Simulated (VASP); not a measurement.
# Ca (P6_3/mmc) in VASP: a series of runs

Ca is run at these levels: PBE; tasks: single point, relaxation of cell and atoms.

Everything below comes from runs of VASP 6.6.1. Logs are shortened: lines on timing, memory, paths and dates and some standing lists are left out, and cuts for length are marked.

## (1) The cell of the first run

It takes space group P6_3/mmc (No. 194, hexagonal). The conventional cell has a = 3.904 Å, b = 3.904 Å, c = 6.411 Å, α = 90.00°, β = 90.00°, γ = 120.00°. Within 5.1 Å of Ca (site symmetry -6m2) lie 12 Ca at 3.90 to 3.92 Å.

## (2) Single point, PBE

Contents of INCAR:

```
PREC     = Accurate       # precision mode
ENCUT    = 520            # plane-wave cutoff, eV
EDIFF    = 1E-6           # SCF threshold, eV
ISMEAR   = 0              # smearing method
SIGMA    = 0.1            # smearing width, eV
LREAL    = F              # projectors in reciprocal space
LASPH    = T              # aspherical terms in the spheres
NELM     = 80             # most SCF steps
ALGO     = Fast           # electronic algorithm
ISIF     = 2              # what is computed and relaxed
LWAVE    = F              # write WAVECAR
LCHARG   = F              # write CHGCAR
GGA      = PE             # functional
NBANDS   = 17             # bands
```

Contents of KPOINTS:

```
Automatic mesh
0
Gamma
  12 12 8
```

Contents of POSCAR:

```
Ca
1.0
    3.9038435357      0.0000000000      0.0000000000
   -1.9519217678      3.3808276743      0.0000000000
    0.0000000000      0.0000000000      6.4105604979
Ca
2
Direct
    0.3333333333      0.6666666667      0.2500000000
    0.6666666667      0.3333333333      0.7500000000
```

Potentials or basis: VASP PAW PBE potentials, release 64 (Ca_sv).

On the command line:

```sh
cat potpaw_PBE.64/Ca_sv/POTCAR > POTCAR
mpirun -np 1 vasp_std > vasp.out
```

OUTCAR:

```text
PREC = Accurate
   ENCUT = 520
   EDIFF = 1E-6
   ISMEAR = 0
   LREAL = F
   LASPH = T
   NELM = 80
   ISIF = 2
   GGA = PE

 ion  position               nearest neighbor table
   1  0.333  0.667  0.250-
   2  0.667  0.333  0.750-

  LATTYP: Found a hexagonal cell.
 ALAT       =     3.9038435357
 C/A-ratio  =     1.6421151205

  Lattice vectors:

 A1 = (   3.9038435357,   0.0000000000,   0.0000000000)
 A2 = (  -1.9519217678,   3.3808276743,   0.0000000000)
 A3 = (   0.0000000000,   0.0000000000,   6.4105604979)

Analysis of symmetry for initial positions (statically):
=====================================================================
 Subroutine PRICEL returns:
 Original cell was already a primitive cell.

 Routine SETGRP: Setting up the symmetry group for a
 hexagonal supercell.

 Subroutine GETGRP returns: Found 24 space group operations
 (whereof 12 operations were pure point group operations)
 out of a pool of 24 trial point group operations.

The static configuration has the point symmetry D_3d.
 The point group associated with its full space group is D_6h.

Analysis of symmetry for dynamics (positions and initial velocities):
=====================================================================
 Subroutine PRICEL returns:
 Original cell was already a primitive cell.

 Routine SETGRP: Setting up the symmetry group for a
 hexagonal supercell.

 Subroutine GETGRP returns: Found 24 space group operations
 (whereof 12 operations were pure point group operations)
 out of a pool of 24 trial point group operations.

The dynamic configuration has the point symmetry D_3d.
 The point group associated with its full space group is D_6h.

 Subroutine INISYM returns: Found 24 space group operations
 (whereof 12 operations are pure point group operations),
 and found     1 'primitive' translations

----------------------------------------------------------------------------------------

                                     Primitive cell

  volume of cell :      84.6080

  direct lattice vectors                    reciprocal lattice vectors
     3.903843536  0.000000000  0.000000000     0.256157807  0.147892779  0.000000000
    -1.951921768  3.380827674  0.000000000     0.000000000  0.295785558  0.000000000
     0.000000000  0.000000000  6.410560498     0.000000000  0.000000000  0.155992600

[... 81 lines left out ...]
   ENCUT  =  520.0 eV  38.22 Ry    6.18 a.u.   7.26  7.26 11.92*2*pi/ulx,y,z
   NELM   =     80;   NELMIN=  2; NELMDL= -5     # of ELM steps
   EDIFF  = 0.1E-05   stopping-criterion for ELM
   LREAL  =      F    real-space projection
   EDIFFG = 0.1E-04   stopping-criterion for IOM
   NSW    =      0    number of steps for IOM
   IBRION =     -1    ionic relax: 0-MD 1-quasi-New 2-CG
   NFREE  =      0    steps in history (QN), initial steepest desc. (CG)
   ISIF   =      2    stress and relaxation
   ISYM   =      2    0-nonsym 1-usesym 2-fastsym
   POTIM  = 0.5000    time-step for ionic-motion
   TEBEG  =    0.0;   TEEND  =   0.0 temperature during run
   PSTRESS=    0.0 pullay stress
   NELECT =      20.0000    total number of electrons
   NUPDOWN=      -1.0000    fix difference up-down
   EMIN   =  10.00;   EMAX   =-10.00  energy-range for DOS
   EFERMI =   0.00;   METHOD = LEGACY
   ISMEAR =     0;   SIGMA  =   0.10  broadening in eV -4-tet -1-fermi 0-gaus
   EFERMI_NEDOS =   21; number of points for ismear=-14 and -15
   IALGO  =     68    algorithm
   IMIX   =      4    mixing-type and parameters
     AMIX     =   0.40;   BMIX     =  1.00
     AMIX_MAG =   1.60;   BMIX_MAG =  1.00
  volume/ion in A,a.u.               =      42.30       285.48
  Fermi-wavevector in a.u.,A,eV,Ry     =   1.012234  1.912845 13.940776  1.024618
  Thomas-Fermi vector in A             =   2.145331
   LORBIT       =      0    0 simple, 1 ext, 2 COOP (PROOUT), +10 PAW based schemes
   GGA     = PE    functional components
   LHFCALC =     F    Hartree Fock is set to
   AEXX    =    0.0000 exact exchange contribution
   IVDW    =     0    specifies the selected vdW correction
   LEPSILON=     F    determine dielectric tensor
   LRPA    =     F    only Hartree local field effects (RPA)
 non-spin polarized calculation
 RMM-DIIS sequential band-by-band and
 Gauss-broadening in eV      SIGMA  =   0.10
  energy-cutoff  :      520.00
  volume of cell :       84.61
 maximum number of plane-waves:      2298
 NGX is ok and might be reduce to    30
   NGX = 15   NGY = 15   NGZ = 23

 number of electron      19.9999992 magnetization

 Free energy of the ion-electron system (eV)
  ---------------------------------------------------
  ext. energy  EPLUGINS =         0.00000000
  ---------------------------------------------------
  free energy    TOTEN  =        -3.85786537 eV

  energy without entropy =       -3.84775537  energy(sigma->0) =       -3.85281037

 E-fermi :   2.0155     XC(G=0):  -7.7272

 val. band max:        2.0041370521   @ k =   0.3333   0.0000   0.0000
 cond. band min:       2.0233627025   @ k =   0.2500   0.0833   0.0000
 fundamental gap:      0.0192256504
 Fermi energy:         2.0155351171

 k-point     1 :       0.0000    0.0000    0.0000
  band No.  band energies     occupation
      1     -40.0599      2.00000
      2     -40.0468      2.00000
      3     -21.1080      2.00000
      4     -20.9984      2.00000
      5     -20.9984      2.00000
      6     -20.9799      2.00000
[... 457 lines left out ...]
      4     -21.0643      2.00000
      5     -21.0563      2.00000
      6     -21.0212      2.00000
[... 9 lines left out ...]
     16       5.2624      0.00000
     17       5.3903      0.00000

 [... further k-points ...]

------------------------ aborting loop because EDIFF is reached ----------------------------------------

  FORCE on cell =-STRESS in cart. coord.  units (eV):
  Direction    XX          YY          ZZ          XY          YZ          ZX
  --------------------------------------------------------------------------------------
  -------------------------------------------------------------------------------------
  Total        0.0137297      0.0137297      0.0306053      0.0000000     -0.0000000      0.0000000
  in kB        0.2599922      0.2599922      0.5795571      0.0000000     -0.0000000      0.0000000
  external PRESSURE =       0.3665139 kB  Pullay stress =       0.0000000 kB

 VOLUME and BASIS-vectors are now :
 -----------------------------------------------------------------------------
  energy-cutoff  :      520.00
  volume of cell :       84.61
      direct lattice vectors                 reciprocal lattice vectors
     3.903843536  0.000000000  0.000000000     0.256157807  0.147892779  0.000000000
    -1.951921768  3.380827674  0.000000000     0.000000000  0.295785558  0.000000000
     0.000000000  0.000000000  6.410560498     0.000000000  0.000000000  0.155992600

 POSITION                                       TOTAL-FORCE (eV/Angst)
 -----------------------------------------------------------------------------------
     -0.00000      2.25389      1.60264         0.000000     -0.000000      0.000000
      1.95192      1.12694      4.80792        -0.000000      0.000000      0.000000
 -----------------------------------------------------------------------------------
    total drift:                                0.000000     -0.000000      0.000000

  FREE ENERGIE OF THE ION-ELECTRON SYSTEM (eV)
  ---------------------------------------------------
  free  energy   TOTEN  =        -3.8578653676 eV

  energy  without entropy=       -3.8477553699  energy(sigma->0) =       -3.85281037
```

OSZICAR:

```text
N       E                     dE             d eps       ncg     rms          rms(c)
DAV:   1     0.170977994528E+03    0.17098E+03   -0.10152E+04  3230   0.106E+03
DAV:   2     0.535692756093E+01   -0.16562E+03   -0.16362E+03  3667   0.314E+02
[... 10 lines left out ...]
RMM:  13    -0.385786838561E+01   -0.70159E-05   -0.55411E-05  5043   0.511E-02    0.585E-02
RMM:  14    -0.385786556406E+01    0.28216E-05   -0.19125E-05  4784   0.298E-02    0.357E-02
RMM:  15    -0.385786639876E+01   -0.83470E-06   -0.18380E-05  4833   0.408E-02    0.364E-03
RMM:  16    -0.385786768048E+01   -0.12817E-05   -0.52354E-06  4368   0.168E-02    0.649E-03
RMM:  17    -0.385786642269E+01    0.12578E-05   -0.11928E-06  3404   0.914E-03    0.270E-03
RMM:  18    -0.385786522460E+01    0.11981E-05   -0.14920E-06  3457   0.871E-03    0.240E-03
RMM:  19    -0.385786536757E+01   -0.14296E-06   -0.18306E-07  2337   0.334E-03
   1 F= -.38578654E+01 E0= -.38528104E+01  d E =-.101100E-01
```

Wall time 3.9 min (1 thread of Oxide Virtual Turin-like, shared host); peak memory 0.24 GiB.

What came out:

```
Free energy            : -3.8579 eV
Pressure               : 0.0 GPa
Band gap on the k mesh : zero (band 10 reaches 2.27 eV, above the bottom of band 11 at 1.76 eV)
```

## (3) Relaxation of cell and atoms, PBE

This run uses another cell than the first one, of 44.53 Å³/atom, 1.053 times its volume.

Contents of INCAR:

```
  ALGO = Fast
  EDIFF = 1E-7
  EDIFFG = -0.01
  ENCUT = 600
  GGA = PE
  IBRION = 2
  ISIF = 3
  ISMEAR = 0
  LASPH = True
  LCHARG = False
  LREAL = False
  LWAVE = False
  NELM = 80
  NSW = 80
  PREC = Accurate
  SIGMA = 0.1
```

Contents of KPOINTS:

```
k-points
0
Gamma
  12 12 8
```

Contents of POSCAR:

```
Ca
1.0
    3.9702544626      0.0000000000      0.0000000000
   -1.9851272313      3.4383412241      0.0000000000
    0.0000000000      0.0000000000      6.5244229628
Ca
2
Direct
    0.3333333333      0.6666666667      0.2500000000
    0.6666666667      0.3333333333      0.7500000000
```

Potentials or basis: VASP PAW PBE potentials, release 64 (Ca_sv).

On the command line:

```sh
cat potpaw_PBE.64/Ca_sv/POTCAR > POTCAR
mpirun -np 1 vasp_std > vasp.out
```

OUTCAR:

```text
EDIFF = 1E-7
   EDIFFG = -0.01
   ENCUT = 600
   GGA = PE
   IBRION = 2
   ISIF = 3
   ISMEAR = 0
   LASPH = True
   LREAL = False
   NELM = 80
   NSW = 80
   PREC = Accurate

 ion  position               nearest neighbor table
   1  0.333  0.667  0.250-
   2  0.667  0.333  0.750-

  LATTYP: Found a hexagonal cell.
 ALAT       =     3.9702544626
 C/A-ratio  =     1.6433261455

  Lattice vectors:

 A1 = (   3.9702544626,   0.0000000000,   0.0000000000)
 A2 = (  -1.9851272313,   3.4383412241,   0.0000000000)
 A3 = (   0.0000000000,   0.0000000000,   6.5244229628)

Analysis of symmetry for initial positions (statically):
=====================================================================
 Subroutine PRICEL returns:
 Original cell was already a primitive cell.

 Routine SETGRP: Setting up the symmetry group for a
 hexagonal supercell.

 Subroutine GETGRP returns: Found 24 space group operations
 (whereof 12 operations were pure point group operations)
 out of a pool of 24 trial point group operations.

The static configuration has the point symmetry D_3d.
 The point group associated with its full space group is D_6h.

Analysis of symmetry for dynamics (positions and initial velocities):
=====================================================================
 Subroutine PRICEL returns:
 Original cell was already a primitive cell.

 Routine SETGRP: Setting up the symmetry group for a
 hexagonal supercell.

[... 227 lines left out ...]

 number of electron      19.9999998 magnetization

 Free energy of the ion-electron system (eV)
  ---------------------------------------------------
  ext. energy  EPLUGINS =         0.00000000
  ---------------------------------------------------
  free energy    TOTEN  =        -3.85806405 eV

  energy without entropy =       -3.84789580  energy(sigma->0) =       -3.85297993

 E-fermi :   1.9979     XC(G=0):  -7.7135

 val. band max:        1.9887314856   @ k =   0.3333   0.0000   0.0000
 cond. band min:       2.0060487154   @ k =   0.2500   0.0833   0.0000
 fundamental gap:      0.0173172298
 Fermi energy:         1.9979214724

 k-point     1 :       0.0000    0.0000    0.0000
  band No.  band energies     occupation
      1     -40.0877      2.00000
      2     -40.0749      2.00000
      3     -21.1346      2.00000
      4     -21.0267      2.00000
      5     -21.0267      2.00000
      6     -21.0085      2.00000
      7     -21.0085      2.00000
      8     -21.0016      2.00000
      9      -2.0824      2.00000
     10       0.9252      2.00000
     11       1.7463      1.99963
     12       4.2279      0.00000
     13       4.2527      0.00000
     14       4.2601      0.00000
[... 377 lines left out ...]
      1     -40.0780      2.00000
      2     -40.0712      2.00000
      3     -21.1116      2.00000
      4     -21.0915      2.00000
      5     -21.0836      2.00000
      6     -21.0491      2.00000
      7     -21.0238      2.00000
      8     -21.0203      2.00000
      9      -0.4653      2.00000
     10       1.6593      2.00000
     11       2.3430      0.00000
     12       2.5910      0.00000
     13       3.7238      0.00000
     14       3.7353      0.00000

 [... further k-points ...]
[... 5 lines left out ...]
  --------------------------------------------------------------------------------------
  -------------------------------------------------------------------------------------
  Total       -0.0150881     -0.0150881      0.0064057      0.0000000     -0.0000000      0.0000000
  in kB       -0.2844569     -0.2844569      0.1207676      0.0000000     -0.0000000      0.0000000
  external PRESSURE =      -0.1493821 kB  Pullay stress =       0.0000000 kB
[... 17 lines left out ...]
  FREE ENERGIE OF THE ION-ELECTRON SYSTEM (eV)
  ---------------------------------------------------
  free  energy   TOTEN  =        -3.8580640539 eV

  energy  without entropy=       -3.8478957998  energy(sigma->0) =       -3.85297993

 reached required accuracy - stopping structural energy minimisation
```

It took 13 min on 1 thread of Oxide Virtual Turin-like, shared host; peak memory 0.28 GiB.

Results:

| Quantity | Value |
| --- | --- |
| Free energy | -3.8581 eV |
| Relaxed volume | 42.49 Å³/atom |
| Relaxed cell | a = 3.910 Å, b = 3.910 Å, c = 6.418 Å, α = 90.00°, β = 90.00°, γ = 120.00° |
| Space group after relaxing (to 0.05 Å) | P6_3/mmc (No. 194) |
| Energy gained by relaxing | 5.2 meV/atom |
| Ionic steps | 3 |
| Pressure after relaxing | 0.0 GPa |
| Band gap on the k mesh | zero (band 10 reaches 2.25 eV, above the bottom of band 11 at 1.75 eV) |

The path:
```tsv
step	energy change (eV)	largest force (eV/Å)	pressure (GPa)	volume (Å³)
1	0.0000	0.0000	-0.77	89.07
2	-0.0090	0.0000	-0.28	86.34
3	-0.0103	0.0000	-0.01	84.98
```

Final structure:
```xyz
2
Lattice="3.9102 0.0000 0.0000 -1.9551 3.3864 0.0000 0.0000 0.0000 6.4179" Properties=species:S:1:pos:R:3 pbc="T T T"
Ca    0.0000    2.2576    1.6045
Ca    1.9551    1.1288    4.8134
```

Levels at points of the mesh, in eV from the Fermi level:
```tsv
k point	band 6	band 7	band 8	band 9	band 10	band 11	band 12	band 13	band 14
(0.00, 0.00, 0.00)	-23.01	-23.01	-23.00	-4.08	-1.07	-0.25	2.23	2.25	2.26
(0.50, 0.00, 0.00)	-23.06	-23.03	-23.03	-1.14	-0.72	0.19	0.35	1.34	1.88
(0.00, 0.00, 0.50)	-23.02	-23.02	-23.02	-3.07	-3.07	1.35	1.35	2.25	2.25
(0.50, 0.00, 0.50)	-23.04	-23.04	-23.04	-0.71	-0.71	0.07	0.07	1.42	1.42
```
